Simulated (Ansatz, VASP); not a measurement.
# Ta in VASP and in Ansatz

The input INCAR:

```
PREC = Accurate
ENCUT = 520
EDIFF = 1E-8
ISMEAR = -1
SIGMA = 0.03
LREAL = F
LASPH = T
NELM = 80
ALGO = Normal
ISIF = 2
LWAVE = F
LCHARG = F
GGA = PE
LEFG = T
NBANDS = 18
```

Contents of KPOINTS:

```
Automatic mesh
0
Gamma
  9 9 9
```

POSCAR

```
Ta
1.0
    0.0000000000      3.1033627078      3.1033627078
    3.1033627078      0.0000000000      3.1033627078
    3.1033627078      3.1033627078      0.0000000000
Ta
2
Direct
    0.0000000000      0.0000000000      0.0000000000
    0.2500000000      0.2500000000      0.2500000000
```

Input for Ansatz:

```yaml
crystal:
  lattice:
    - [0.0, 3.1033627078, 3.1033627078]
    - [3.1033627078, 0.0, 3.1033627078]
    - [3.1033627078, 3.1033627078, 0.0]
  atoms:
    - { symbol: Ta, position: [0.0, 0.0, 0.0] }
    - { symbol: Ta, position: [0.25, 0.25, 0.25] }
kpoints:
  mp_grid: { grid: [9, 9, 9] }
scf:
  occupations: { method: fermi_dirac, width: 0.03 }
hamiltonian:
  xc: pbe
  pseudopotentials: { kind: paw }
output:
  forces: true
  stress: true
  eigenvalues: true
  efg: { contact_densities: true }
  write_density: true
  write_potential: true
  elf: true
  volumetric_format: npy
```

Change from the starting cell: volume scaled by 1.05, PAW files.

Alike in both runs: task electric field gradients; functional PBE; k mesh 9 × 9 × 9; occupations fermi-dirac, width 0.03 eV; no spin polarisation.

|  | VASP | Ansatz |
| --- | --- | --- |
| version | VASP 6.6.1 | Ansatz 0.2.0 |
| potentials or method | VASP PAW PBE potentials, release 64 (Ta_pv) | PAW with Ansatz's default frozen-core files, scalar-relativistic |
| plane-wave cutoff (eV) | 520 | 420 |
| valence electrons in the cell | 22 | 26 |

|  | VASP | Ansatz | Ansatz less VASP |
| --- | --- | --- | --- |
| pressure (GPa) | -3.2 | -3.2 | -0.02 |

The functional is the same, so the differences come from potentials, cutoffs and numerics. VASP's potentials hold 22 valence electrons a cell and Ansatz's 26, so a difference there can come from the potentials and not from the codes.

Spin-orbit coupling is off throughout.
